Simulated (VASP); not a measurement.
Runs of VASP 6.6.1 on SiC. The structure is that of space group F-43m (No. 216), or close to it. The cells are those of the table. 

```csv
cell,gap on the mesh (eV),pressure (GPa),largest force (eV/Å)
"a = 2.978, b = 2.978, c = 3.059 Å, angles 60.9, 60.9, 60.0°, 2 atoms",1.05,16.4,0.48
"a = 3.199 Å, angles 60.0°, 2 atoms",1.33,-19.8,-
"a = 3.046, b = 3.046, c = 2.928 Å, angles 58.7, 58.7, 60.0°, 2 atoms",0.84,26.9,1.22
"a = 3.050 Å, angles 60.0°, 2 atoms",1.20,7.5,-
"a = 3.040, b = 3.040, c = 3.123 Å, angles 60.9, 60.9, 60.0°, 2 atoms",1.12,(b),0.32
"a = 3.012, b = 3.012, c = 2.896 Å, angles 58.7, 58.7, 60.0°, 2 atoms",0.78,38.2,(a)
"a = 3.058, b = 3.058, c = 2.979 Å, angles 59.1, 59.1, 60.0°, 2 atoms",(c),16.4,0.66
"a = 3.153, b = 3.153, c = 3.071 Å, angles 59.1, 59.1, 60.0°, 2 atoms",1.11,-5.4,0.41
"a = 2.958, b = 2.958, c = 3.081 Å, angles 61.3, 61.3, 60.0°, 2 atoms",0.97,17.1,0.66
"a = 2.894, b = 2.894, c = 3.014 Å, angles 61.3, 61.3, 60.0°, 2 atoms",0.88,38.0,0.94
"a = 3.079, b = 3.079, c = 3.207 Å, angles 61.3, 61.3, 60.0°, 2 atoms",1.11,-10.3,(d)
"a = 3.070, b = 3.070, c = 3.154 Å, angles 60.9, 60.9, 60.0°, 2 atoms",1.15,-5.4,0.25
```

Alike in all rows: task single point; level PBEsol; potentials or basis VASP PAW PBE potentials, release 64 (Si, C); no spin polarisation; k mesh 12 × 12 × 12; cutoff (eV) 520; smearing gaussian 0.05 eV.

**Question.** Fill in the values left out.

**Answer.** (a) 1.39; (b) 0.8; (c) 0.99; (d) 0.24.

Caveats: the PAW data sets were made with another functional, which shifts forces and pressure a little.

A k mesh can miss the band edges.
